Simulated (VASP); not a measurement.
Wanted: the native input for a VASP 6.6.1 run.

- Task: relaxation of cell and atoms
- Functional: PBE
- Potentials or basis: VASP PAW PBE potentials, release 64 (Ca_sv, H)
- Cutoff: 600 eV
- k mesh: 6 × 6 × 10
- Occupations: gaussian, width 0.1 eV
- Spin: no spin polarisation
- Dipole correction: no
- Further INCAR settings: ALGO = Normal; EDIFF = 1e-06; IBRION = 2; EDIFFG = -0.01; NSW = 100; ISIF = 3

The structure of Ca3H2 lies in POSCAR:

```
Ca3H2
1.0
    6.0334469609      0.0000000000      0.0000000000
   -3.0167234805      5.2251183406      0.0000000000
    0.0000000000      0.0000000000      4.2952883745
Ca H
3 2
Direct
    0.0000000000      0.0000000000      0.0000000000
    0.3333333333      0.6666666667      0.5912126484
    0.6666666667      0.3333333333      0.4087873516
    0.3333333333      0.6666666667      0.0894755583
    0.6666666667      0.3333333333      0.9105244417
```

These files were run (other wordings do the same):

INCAR

```
PREC = Accurate
ENCUT = 600
EDIFF = 1E-6
ISMEAR = 0
SIGMA = 0.1
LREAL = F
LASPH = T
NELM = 60
ALGO = Normal
ISIF = 3
LWAVE = F
LCHARG = F
GGA = PE
IBRION = 2
NSW = 100
EDIFFG = -0.01
```

KPOINTS

```
regular mesh
0
Gamma
  6 6 10
```

Potentials or basis: VASP PAW PBE potentials, release 64 (Ca_sv, H).

The run is started by

```bash
$ cat potpaw_PBE.64/Ca_sv/POTCAR potpaw_PBE.64/H/POTCAR > POTCAR
$ mpirun -np 1 vasp_std > vasp.out
```

Results of the run:

```
Relaxed volume                        : 27.12 Å³/atom
Relaxed cell                          : a = 6.034 Å, b = 6.034 Å, c = 4.300 Å, α = 90.00°, β = 90.00°, γ = 120.00°
Space group after relaxing (to 0.1 Å) : P-3m1 (No. 164)
Energy gained by relaxing             : 0.0 meV/atom
Ionic steps                           : 2
Pressure after relaxing               : 0.0 GPa
Band gap on the k mesh                : zero (bands 16 and 17 overlap by 0.88 eV)
```

Run time: 2.1 min on 1 thread of Intel(R) Xeon(R) 6975P-C (Granite Rapids), on a shared host, peak memory 0.37 GiB.
